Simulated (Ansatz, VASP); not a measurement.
## ZrB2 in VASP and in Ansatz

```
Zr B
1.0
     3.16500    0.03165    0.03165
    -1.55509    2.72515    0.01158
     0.03520    0.03520    3.52000
Zr B
1 2
Cartesian
  0.0000 0.0000 0.0000
  0.0359 1.8449 1.7783
  1.6092 0.9471 1.7850
```

Change from the starting cell: equal xy, yz and zx shear strains of +2 %, crystal datasets.

Alike in both runs: task electric field gradients; functional PBE; k mesh 12 × 12 × 9; occupations fermi-dirac, width 0.05 eV; no spin polarisation.

|  | VASP | Ansatz |
| --- | --- | --- |
| version | VASP 6.6.1 | Ansatz 0.2.0 |
| potentials or method | VASP PAW PBE potentials, release 64 (Zr_sv, B), cutoff 420 eV | all-electron PAW with datasets made for the crystal, scalar-relativistic |

```tsv
	VASP	Ansatz	Ansatz less VASP
rms of the force components (eV/Å)	0.019	0.019	+0.0003
size of Vzz on the site where it differs most (V/Å²)	53.4	56.2	+2.75
```

Atom by atom the forces differ by 0.000 eV/Å (rms over components). Ansatz ran all-electron here, and VASP with PAW potentials.
